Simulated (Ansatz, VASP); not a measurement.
## Two plane-wave programs on Li2S

File INCAR:

```
SYSTEM = Li2S
PREC     = Accurate       ! precision mode
ENCUT    = 750            ! plane-wave cutoff, eV
EDIFF    = 1E-7           ! SCF threshold, eV
ISMEAR   = 0              ! smearing method
SIGMA    = 0.02           ! smearing width, eV
LREAL    = .FALSE.        ! projectors in reciprocal space
LASPH    = .TRUE.         ! aspherical terms in the spheres
NELM     = 120            ! most SCF steps
ALGO     = Normal         ! electronic algorithm
ISIF     = 3              ! what is computed and relaxed
LWAVE    = .FALSE.        ! write WAVECAR
LCHARG   = .FALSE.        ! write CHGCAR
GGA      = PS             ! functional
IBRION   = 2              ! ionic algorithm
NSW      = 100            ! ionic steps
EDIFFG   = -0.005         ! ionic threshold
GGA_COMPAT= .FALSE.      
NELMIN   = 4
```

File KPOINTS:

```
Automatic mesh
0
G
  8 8 8
  0 0 0
```

POSCAR

```
Li2S
1.0
    0.0000000000      2.8540000000      2.8540000000
    2.8540000000      0.0000000000      2.8540000000
    2.8540000000      2.8540000000      0.0000000000
Li S
2 1
Direct
    0.2500000000      0.2500000000      0.2500000000
    0.7500000000      0.7500000000      0.7500000000
    0.0000000000      0.0000000000      0.0000000000
```

Input for Ansatz:

```yaml
crystal:
  lattice:
    - [0.0, 2.854, 2.854]
    - [2.854, 0.0, 2.854]
    - [2.854, 2.854, 0.0]
  atoms:
    - { symbol: Li, position: [0.25, 0.25, 0.25] }
    - { symbol: Li, position: [0.75, 0.75, 0.75] }
    - { symbol: S, position: [0.0, 0.0, 0.0] }
basis:
  ecutwfc: 420
kpoints:
  mp_grid: { grid: [8, 8, 8] }
hamiltonian:
  xc: pbesol
scf:
  occupations: { method: gaussian, width: 0.02 }
output:
  forces: true
  stress: true
  eigenvalues: true
relax:
  adjacent_minimum: "off"
  f_tol: 0.005
  max_steps: 80
  cell: { stress_tol: 0.05 }
```

Alike in both runs: task relaxation of cell and atoms; functional PBEsol; k mesh 8 × 8 × 8; occupations gaussian, width 0.02 eV; no spin polarisation.

```csv
,VASP,Ansatz
version,VASP 6.6.1,Ansatz 0.2.0
potentials or method,"VASP PAW PBE potentials, release 64 (Li_sv, S), cutoff 750 eV","scalar-relativistic, plane waves, PAW"
valence electrons in the cell,12,12
```

|  | VASP | Ansatz | Ansatz less VASP |
| --- | --- | --- | --- |
| gap on the k mesh at the Fermi level, each at its own relaxed structure (eV) | 3.20 | 3.20 | -0.001 |
| relaxed volume (Å³/atom) | 15.07 | 15.06 | -0.006 |
| relaxed cell length with the largest relative difference (Å) | 3.999 | 3.998 | -0.0005 |

VASP's potentials were made for PBE, not for PBEsol.
